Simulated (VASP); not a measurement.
# Ta2Ag (P6/mmm) in VASP: a series of runs

The runs below take Ta2Ag through single point, relaxation of cell and atoms, with PBE.

Everything below comes from runs of VASP 6.6.1. Logs are shortened: lines on timing, memory, paths and dates and some standing lists are left out, and cuts for length are marked.

## 1. The cell of the first run

The structure is hexagonal, space group P6/mmm (No. 191). Conventional cell: a = 4.726 Å, b = 4.726 Å, c = 2.852 Å, α = 90.00°, β = 90.00°, γ = 120.00°. Within 3.6 Å of Ta (site symmetry -6m2) lie 5 Ta at 2.73 to 2.85 Å and 6 Ag at 3.08 Å. Within 3.8 Å of Ag (site symmetry 6/mmm) lie 2 Ag at 2.85 Å and 12 Ta at 3.08 Å.

## 2. Single point, PBE

Contents of INCAR:

```
PREC     = Accurate       # precision mode
ENCUT    = 520            # plane-wave cutoff, eV
EDIFF    = 1E-7           # SCF threshold, eV
ISMEAR   = 0              # smearing method
SIGMA    = 0.1            # smearing width, eV
LREAL    = F              # projectors in reciprocal space
LASPH    = T              # aspherical terms in the spheres
NELM     = 60             # most SCF steps
ALGO     = Fast           # electronic algorithm
ISIF     = 2              # what is computed and relaxed
LWAVE    = F              # write WAVECAR
LCHARG   = F              # write CHGCAR
GGA      = PE             # functional
NBANDS   = 24             # bands
```

Contents of KPOINTS:

```
Automatic mesh
0
Gamma
  6 6 4
```

Contents of POSCAR:

```
Ta2Ag
1.0
    4.7257803030      0.0000000000      0.0000000000
   -2.3628901515      4.0926457951      0.0000000000
    0.0000000000      0.0000000000      2.8517856649
Ta Ag
2 1
Direct
    0.3333333333      0.6666666667      0.5000000000
    0.6666666667      0.3333333333      0.5000000000
    0.0000000000      0.0000000000      0.0000000000
```

Potentials or basis: VASP PAW PBE potentials, release 64 (Ta_pv, Ag).

Command:

```bash
cat potpaw_PBE.64/Ta_pv/POTCAR potpaw_PBE.64/Ag/POTCAR > POTCAR
mpirun -np 1 vasp_std > vasp.out
```

OUTCAR:

```text
PREC = Accurate
   ENCUT = 520
   EDIFF = 1E-7
   ISMEAR = 0
   LREAL = F
   LASPH = T
   NELM = 60
   ISIF = 2
   GGA = PE

 ion  position               nearest neighbor table
   1  0.333  0.667  0.500-   2 2.73   2 2.73   2 2.73   3 3.08   3 3.08   3 3.08   3 3.08   3 3.08
                             3 3.08
   2  0.667  0.333  0.500-   1 2.73   1 2.73   1 2.73   3 3.08   3 3.08   3 3.08   3 3.08   3 3.08
                             3 3.08
   3  0.000  0.000  0.000-   1 3.08   2 3.08   1 3.08   2 3.08   1 3.08   1 3.08   2 3.08   2 3.08
                             2 3.08   2 3.08   1 3.08   1 3.08

  LATTYP: Found a hexagonal cell.
 ALAT       =     4.7257803030
 C/A-ratio  =     0.6034528654

  Lattice vectors:

 A1 = (   4.7257803030,   0.0000000000,   0.0000000000)
 A2 = (  -2.3628901515,   4.0926457951,   0.0000000000)
 A3 = (   0.0000000000,   0.0000000000,   2.8517856649)

Analysis of symmetry for initial positions (statically):
=====================================================================
 Subroutine PRICEL returns:
 Original cell was already a primitive cell.

 Routine SETGRP: Setting up the symmetry group for a
 hexagonal supercell.

 Subroutine GETGRP returns: Found 24 space group operations
 (whereof 24 operations were pure point group operations)
 out of a pool of 24 trial point group operations.

The static configuration has the point symmetry D_6h.

Analysis of symmetry for dynamics (positions and initial velocities):
=====================================================================
 Subroutine PRICEL returns:
 Original cell was already a primitive cell.

 Routine SETGRP: Setting up the symmetry group for a
 hexagonal supercell.

 Subroutine GETGRP returns: Found 24 space group operations
 (whereof 24 operations were pure point group operations)
 out of a pool of 24 trial point group operations.

The dynamic configuration has the point symmetry D_6h.

 Subroutine INISYM returns: Found 24 space group operations
 (whereof 24 operations are pure point group operations),
 and found     1 'primitive' translations

----------------------------------------------------------------------------------------

                                     Primitive cell

  volume of cell :      55.1562

  direct lattice vectors                    reciprocal lattice vectors
     4.725780303  0.000000000  0.000000000     0.211605266  0.122170358  0.000000000
    -2.362890151  4.092645795  0.000000000     0.000000000  0.244340715  0.000000000
     0.000000000  0.000000000  2.851785665     0.000000000  0.000000000  0.350657489

  length of vectors
     4.725780303  4.725780303  2.851785665     0.244340715  0.244340715  0.350657489

  position of ions in fractional coordinates (direct lattice)
     0.333333333  0.666666667  0.500000000
     0.666666667  0.333333333  0.500000000
     0.000000000  0.000000000  0.000000000

  ion indices of the primitive-cell ions
   primitive index   ion index
                 1           1
                 2           2
                 3           3

----------------------------------------------------------------------------------------

 KPOINTS: Automatic mesh

Automatic generation of k-mesh.
 Grid dimensions read from file:
 generate k-points for:    6    6    4

 Generating k-lattice:

  Cartesian coordinates                     Fractional coordinates (reciprocal lattice)
     0.035267544  0.020361726  0.000000000     0.166666667  0.000000000  0.000000000
     0.000000000  0.040723453  0.000000000     0.000000000  0.166666667  0.000000000
     0.000000000  0.000000000  0.087664372     0.000000000  0.000000000  0.250000000

  Length of vectors
     0.040723453  0.040723453  0.087664372

  Shift w.r.t. Gamma in fractional coordinates (k-lattice)
     0.000000000  0.000000000  0.000000000

 Subroutine IBZKPT returns following result:
 ===========================================

 Found     21 irreducible k-points:

 Following reciprocal coordinates:
            Coordinates               Weight
  0.000000  0.000000  0.000000      1.000000
  0.166667  0.000000  0.000000      6.000000
  0.333333  0.000000  0.000000      6.000000
  0.500000 -0.000000  0.000000      3.000000
  0.166667  0.166667  0.000000      6.000000
  0.333333  0.166667  0.000000     12.000000
[... 13 lines left out ...]
  0.333333  0.166667  0.500000     12.000000
  0.333333  0.333333  0.500000      2.000000
   k-points           NKPTS =     21   k-points in BZ     NKDIM =     21   number of bands    NBANDS=     24
   number of dos      NEDOS =    301   number of ions     NIONS =      3
   total plane-waves  NPLWV =  31104
   dimension x,y,z NGX =    36 NGY =   36 NGZ =   24
   dimension x,y,z NGXF=    72 NGYF=   72 NGZF=   48
   ions per type =               2   1
   NGX,Y,Z   is equivalent  to a cutoff of  12.66, 12.66, 13.99 a.u.
   NGXF,Y,Z  is equivalent  to a cutoff of  25.33, 25.33, 27.98 a.u.
 SYSTEM =  unknown system
   PREC   = accura    normal or accurate (medium, high low for compatibility)
   ISTART =      0    job   : 0-new  1-cont  2-samecut
   ICHARG =      2    charge: 1-file 2-atom 10-const
   ISPIN  =      1    spin polarized calculation?
   LNONCOLLINEAR =      F non collinear calculations
   LSORBIT =      F    spin-orbit coupling
   LASPH  =      T    aspherical Exc in radial PAW
   ENCUT  =  520.0 eV  38.22 Ry    6.18 a.u.   8.79  8.79  5.30*2*pi/ulx,y,z
   NELM   =     60;   NELMIN=  2; NELMDL= -5     # of ELM steps
   EDIFF  = 0.1E-06   stopping-criterion for ELM
   LREAL  =      F    real-space projection
   EDIFFG = 0.1E-05   stopping-criterion for IOM
   NSW    =      0    number of steps for IOM
   IBRION =     -1    ionic relax: 0-MD 1-quasi-New 2-CG
   NFREE  =      0    steps in history (QN), initial steepest desc. (CG)
   ISIF   =      2    stress and relaxation
   ISYM   =      2    0-nonsym 1-usesym 2-fastsym
   POTIM  = 0.5000    time-step for ionic-motion
   TEBEG  =    0.0;   TEEND  =   0.0 temperature during run
   PSTRESS=    0.0 pullay stress
   NELECT =      33.0000    total number of electrons
   NUPDOWN=      -1.0000    fix difference up-down
   EMIN   =  10.00;   EMAX   =-10.00  energy-range for DOS
   EFERMI =   0.00;   METHOD = LEGACY
   ISMEAR =     0;   SIGMA  =   0.10  broadening in eV -4-tet -1-fermi 0-gaus
   EFERMI_NEDOS =   21; number of points for ismear=-14 and -15
   IALGO  =     68    algorithm
   IMIX   =      4    mixing-type and parameters
     AMIX     =   0.40;   BMIX     =  1.00
     AMIX_MAG =   1.60;   BMIX_MAG =  1.00
  volume/ion in A,a.u.               =      18.39       124.07
  Fermi-wavevector in a.u.,A,eV,Ry     =   1.379477  2.606834 25.891318  1.902958
  Thomas-Fermi vector in A             =   2.504443
   LORBIT       =      0    0 simple, 1 ext, 2 COOP (PROOUT), +10 PAW based schemes
   GGA     = PE    functional components
   LHFCALC =     F    Hartree Fock is set to
   AEXX    =    0.0000 exact exchange contribution
   IVDW    =     0    specifies the selected vdW correction
   LEPSILON=     F    determine dielectric tensor
   LRPA    =     F    only Hartree local field effects (RPA)
 non-spin polarized calculation
 RMM-DIIS sequential band-by-band and
 Gauss-broadening in eV      SIGMA  =   0.10
  energy-cutoff  :      520.00
  volume of cell :       55.16
 maximum number of plane-waves:      1510
 NGX is ok and might be reduce to    36
   NGX = 17   NGY = 17   NGZ = 11

 number of electron      32.9999989 magnetization

 Free energy of the ion-electron system (eV)
  ---------------------------------------------------
  ext. energy  EPLUGINS =         0.00000000
  ---------------------------------------------------
  free energy    TOTEN  =       -24.56087579 eV

  energy without entropy =      -24.54458429  energy(sigma->0) =      -24.55273004

 E-fermi :   6.1741     XC(G=0): -12.2891

 val. band max:        6.0948241388   @ k =   0.1667   0.0000   0.2500
 cond. band min:       6.1989269982   @ k =   0.5000  -0.0000   0.5000
 fundamental gap:      0.1041028595
 Fermi energy:         6.1741068543

 k-point     1 :       0.0000    0.0000    0.0000
  band No.  band energies     occupation
      1     -28.1626      2.00000
      2     -28.1626      2.00000
      3     -27.5123      2.00000
      4     -27.3668      2.00000
      5     -27.3668      2.00000
      6     -27.3409      2.00000
[... 16 lines left out ...]
     23      11.4264      0.00000
     24      13.4537      0.00000

 k-point     2 :       0.1667    0.0000    0.0000
  band No.  band energies     occupation
      1     -28.1801      2.00000
      2     -28.1252      2.00000
      3     -27.5023      2.00000
      4     -27.4078      2.00000
      5     -27.3512      2.00000
      6     -27.3471      2.00000
[... 16 lines left out ...]
     23      12.4042      0.00000
     24      12.4678      0.00000

 k-point     3 :       0.3333    0.0000    0.0000
  band No.  band energies     occupation
      1     -28.2127      2.00000
      2     -28.0353      2.00000
      3     -27.5049      2.00000
      4     -27.4766      2.00000
      5     -27.3775      2.00000
      6     -27.3101      2.00000
[... 16 lines left out ...]
     23      11.3283      0.00000
     24      11.5289      0.00000

 k-point     4 :       0.5000   -0.0000    0.0000
  band No.  band energies     occupation
      1     -28.2280      2.00000
      2     -27.9758      2.00000
      3     -27.5677      2.00000
      4     -27.4558      2.00000
      5     -27.3985      2.00000
      6     -27.2925      2.00000
[... 16 lines left out ...]
     23      10.8862      0.00000
     24      11.5919      0.00000

 k-point     5 :       0.1667    0.1667    0.0000
  band No.  band energies     occupation
      1     -28.2117      2.00000
      2     -28.0498      2.00000
      3     -27.4883      2.00000
      4     -27.4841      2.00000
      5     -27.3698      2.00000
      6     -27.3124      2.00000
[... 16 lines left out ...]
     23      11.5399      0.00000
     24      12.0115      0.00000

 k-point     6 :       0.3333    0.1667    0.0000
  band No.  band energies     occupation
      1     -28.2440      2.00000
      2     -27.9363      2.00000
      3     -27.6066      2.00000
      4     -27.4558      2.00000
      5     -27.3985      2.00000
      6     -27.2772      2.00000
[... 16 lines left out ...]
     23      11.6971      0.00000
     24      11.7415      0.00000
[... 298 lines left out ...]
 k-point    18 :       0.5000   -0.0000    0.5000
  band No.  band energies     occupation
      1     -28.2677      2.00000
      2     -28.1890      2.00000
      3     -28.1230      2.00000
      4     -27.8745      2.00000
      5     -27.4844      2.00000
      6     -27.2178      2.00000
[... 16 lines left out ...]
     23      12.6797      0.00000
     24      13.2538      0.00000

 k-point    19 :       0.1667    0.1667    0.5000
  band No.  band energies     occupation
      1     -28.3079      2.00000
      2     -28.1486      2.00000
      3     -28.1060      2.00000
      4     -27.9502      2.00000
      5     -27.4051      2.00000
      6     -27.2372      2.00000
[... 16 lines left out ...]
     23      13.1911      0.00000
     24      13.4389      0.00000

 k-point    20 :       0.3333    0.1667    0.5000
  band No.  band energies     occupation
      1     -28.2679      2.00000
      2     -28.1888      2.00000
      3     -28.1362      2.00000
      4     -27.8393      2.00000
      5     -27.5207      2.00000
      6     -27.2036      2.00000
[... 16 lines left out ...]
     23      12.4528      0.00000
     24      12.5049      0.00000

 k-point    21 :       0.3333    0.3333    0.5000
  band No.  band energies     occupation
      1     -28.2284      2.00000
      2     -28.2284      2.00000
      3     -28.1546      2.00000
      4     -27.6812      2.00000
      5     -27.6812      2.00000
      6     -27.1832      2.00000
[... 16 lines left out ...]
     23      12.0762      0.00000
     24      12.0762      0.00000

------------------------ aborting loop because EDIFF is reached ----------------------------------------

  FORCE on cell =-STRESS in cart. coord.  units (eV):
  Direction    XX          YY          ZZ          XY          YZ          ZX
  --------------------------------------------------------------------------------------
  -------------------------------------------------------------------------------------
  Total       -0.0079895     -0.0079895     -0.0110520      0.0000000     -0.0000000     -0.0000000
  in kB       -0.2320802     -0.2320802     -0.3210384      0.0000000     -0.0000000     -0.0000000
  external PRESSURE =      -0.2617329 kB  Pullay stress =       0.0000000 kB

 VOLUME and BASIS-vectors are now :
 -----------------------------------------------------------------------------
  energy-cutoff  :      520.00
  volume of cell :       55.16
      direct lattice vectors                 reciprocal lattice vectors
     4.725780303  0.000000000  0.000000000     0.211605266  0.122170358  0.000000000
    -2.362890151  4.092645795  0.000000000     0.000000000  0.244340715  0.000000000
     0.000000000  0.000000000  2.851785665     0.000000000  0.000000000  0.350657489

 POSITION                                       TOTAL-FORCE (eV/Angst)
 -----------------------------------------------------------------------------------
     -0.00000      2.72843      1.42589         0.000000      0.000000     -0.000000
      2.36289      1.36422      1.42589        -0.000000      0.000000      0.000000
      0.00000      0.00000      0.00000         0.000000      0.000000      0.000000
 -----------------------------------------------------------------------------------
    total drift:                                0.000000      0.000000     -0.000000

  FREE ENERGIE OF THE ION-ELECTRON SYSTEM (eV)
  ---------------------------------------------------
  free  energy   TOTEN  =       -24.5608757915 eV

  energy  without entropy=      -24.5445842891  energy(sigma->0) =      -24.55273004
```

It took 15 s on 1 thread of Intel Xeon 6975P-C (Granite Rapids), shared host; peak memory 0.18 GiB.

What came out:

| Item | Value |
| --- | --- |
| Free energy | -24.5609 eV |
| Pressure | 0.0 GPa |

Levels at points of the mesh, in eV from the Fermi level:
| k point | band 15 | band 16 | band 17 | band 18 | band 19 | band 20 |
| --- | --- | --- | --- | --- | --- | --- |
| (0.00, 0.00, 0.00) | -1.45 | -1.45 | 0.32 | 0.32 | 2.65 | 2.65 |
| (0.50, 0.00, 0.00) | -1.40 | -1.35 | -0.61 | 0.82 | 2.63 | 2.82 |
| (0.00, 0.00, 0.50) | -0.10 | 0.44 | 0.44 | 1.44 | 1.44 | 2.28 |
| (0.50, 0.00, 0.50) | -1.24 | 0.02 | 0.17 | 0.26 | 2.61 | 4.16 |

Caveat: the k points lie up to 0.55 Å⁻¹ apart; spin-orbit coupling is left out, which moves the levels of the heavy elements.

## 3. Relaxation of cell and atoms, PBE

This run uses another cell than the first one, of 16.54 Å³/atom, 0.899 times its volume.

Contents of INCAR:

```
ALGO = Normal
EDIFF = 1E-6
EDIFFG = -0.04
ENCUT = 600
GGA = PE
IBRION = 2
ISIF = 3
ISMEAR = 0
LASPH = True
LCHARG = False
LREAL = False
LWAVE = False
NELM = 100
NSW = 90
PREC = Accurate
SIGMA = 0.1
```

Contents of KPOINTS:

```
k-points
0
Gamma
  6 6 4
```

Contents of POSCAR:

```
Ta2Ag
1.0
    3.7574980570      0.0000000000      0.0000000000
   -1.8787490285      3.2540887720      0.0000000000
    0.0000000000      0.0000000000      4.0570992309
Ta Ag
2 1
Direct
    0.3333333333      0.6666666667      0.5000000000
    0.6666666667      0.3333333333      0.5000000000
    0.0000000000      0.0000000000      0.0000000000
```

Potentials or basis: VASP PAW PBE potentials, release 64 (Ta_pv, Ag).

Command:

```bash
cat potpaw_PBE.64/Ta_pv/POTCAR potpaw_PBE.64/Ag/POTCAR > POTCAR
mpirun -np 1 vasp_std > vasp.out
```

Wall time 2.3 min (1 thread of Intel Xeon 6975P-C (Granite Rapids), shared host); peak memory 0.2 GiB.

It converged, with:

| Item | Value |
| --- | --- |
| Free energy | -24.5527 eV |
| Relaxed volume | 18.37 Å³/atom |
| Relaxed cell | a = 4.723 Å, b = 4.723 Å, c = 2.853 Å, α = 90.00°, β = 90.00°, γ = 120.00° |
| Space group after relaxing (to 0.05 Å) | P6/mmm (No. 191) |
| Energy gained by relaxing | 2237.3 meV/atom |
| Ionic steps | 18 |
| Pressure after relaxing | 0.1 GPa |

Stress tensor (GPa, compression positive):
```
 0.11  0.00  0.00
 0.00  0.11  0.00
 0.00  0.00 -0.05
```

Step by step:
| step | energy change (eV) | largest force (eV/Å) | pressure (GPa) | volume (Å³) |
| --- | --- | --- | --- | --- |
| 1 | 0.0000 | 0.0000 | 61.21 | 49.61 |
| 2 | -0.4413 | 0.0000 | -21.19 | 104.68 |
| 3 | -4.1367 | 0.0000 | -10.65 | 71.11 |
| 4 | -4.1646 | 0.0000 | -8.94 | 69.66 |
| 5 | -4.1696 | 0.0000 | -7.62 | 68.67 |
| 6 | -5.4809 | 0.0000 | -5.98 | 61.72 |
| 7 | 14.4138 | 0.0000 | 287.03 | 36.69 |
| 8 | -5.6863 | 0.0000 | -5.19 | 60.62 |
| 9 | -6.2367 | 0.0000 | 21.61 | 49.38 |
| 10 | -6.5180 | 0.0000 | 1.16 | 55.35 |
| 11 | -6.5714 | 0.0000 | 12.35 | 51.37 |
| 12 | -6.6410 | 0.0000 | 6.18 | 53.20 |
| 13 | -6.6426 | 0.0000 | 7.24 | 52.86 |
| 14 | -6.5191 | 0.0000 | -4.99 | 57.32 |
| 15 | -6.7041 | 0.0000 | 1.93 | 54.41 |
| 16 | -6.7042 | 0.0000 | 2.04 | 54.38 |
| 17 | -6.7059 | 0.0000 | -1.59 | 55.77 |
| 18 | -6.7118 | 0.0000 | 0.05 | 55.11 |

Final structure:
```yaml
crystal:
  lattice:
    - [4.72281, 0.00000, 0.00000]
    - [-2.36140, 4.09007, 0.00000]
    - [0.00000, 0.00000, 2.85295]
  atoms:
    - { symbol: Ta, position: [0.33333, 0.66667, 0.50000] }
    - { symbol: Ta, position: [0.66667, 0.33333, 0.50000] }
    - { symbol: Ag, position: [0.00000, 0.00000, 0.00000] }
```

Levels at points of the mesh, in eV from the Fermi level:
```
           k point  band 14  band 15  band 16  band 17  band 18  band 19  band 20
(0.00, 0.00, 0.00)    -1.52    -1.45    -1.45     0.32     0.32     2.65     2.65
(0.50, 0.00, 0.00)    -1.59    -1.39    -1.35    -0.60     0.83     2.62     2.81
(0.00, 0.00, 0.50)    -0.85    -0.10     0.44     0.44     1.45     2.28     2.28
(0.50, 0.00, 0.50)    -1.55    -1.24     0.03     0.16     0.26     2.62     4.40
```

Caveat: the k points lie up to 0.55 Å⁻¹ apart in the final cell; spin-orbit coupling is left out, which moves the levels of the heavy elements.
